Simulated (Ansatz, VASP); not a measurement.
**One calculation of WS, two programs**

```
W S
1.0
     0.00000    2.95947    2.95947
     2.95947    0.00000    2.95947
     2.95947    2.95947    0.00000
W S
1 1
Direct
  0.00000 0.00000 0.00000
  0.25000 0.25000 0.25000
```

Alike in both runs: functional r2SCAN; k mesh 12 × 12 × 12; occupations gaussian, width 0.1 eV; collinear spin; Hubbard terms W d U = 6.2 eV.

Ansatz relaxed the structure, and its values are those at the end. VASP's run is a single point on that final structure, the one shown.

|  | VASP | Ansatz |
| --- | --- | --- |
| version | VASP 6.6.1 | Ansatz 0.2.0 |
| potentials or method | VASP PAW PBE potentials, release 64 (W_sv, S), cutoff 520 eV | scalar-relativistic, plane waves, PAW |
| valence electrons in the cell | 20 | 20 |

```csv
,VASP,Ansatz,Ansatz less VASP
gap on the k mesh at the Fermi level (eV),none,none,-
pressure (GPa),-1.7,0.0,+1.71
net moment per atom (μB),2.00,2.00,0.000
size of the moment on the site where the two differ most (μB),3.25,2.76,-0.490
```

VASP's potentials were made for PBE, not for r2SCAN. Site moments also hang on the region over which each program counts them. The programs project onto different local orbitals, so the same U acts differently, and such runs can settle in different states. A gap of «none» marks a metal or a gap that the smearing closes. Ansatz's warnings: filled band counts differ across k points.

Spin-orbit coupling is off throughout.
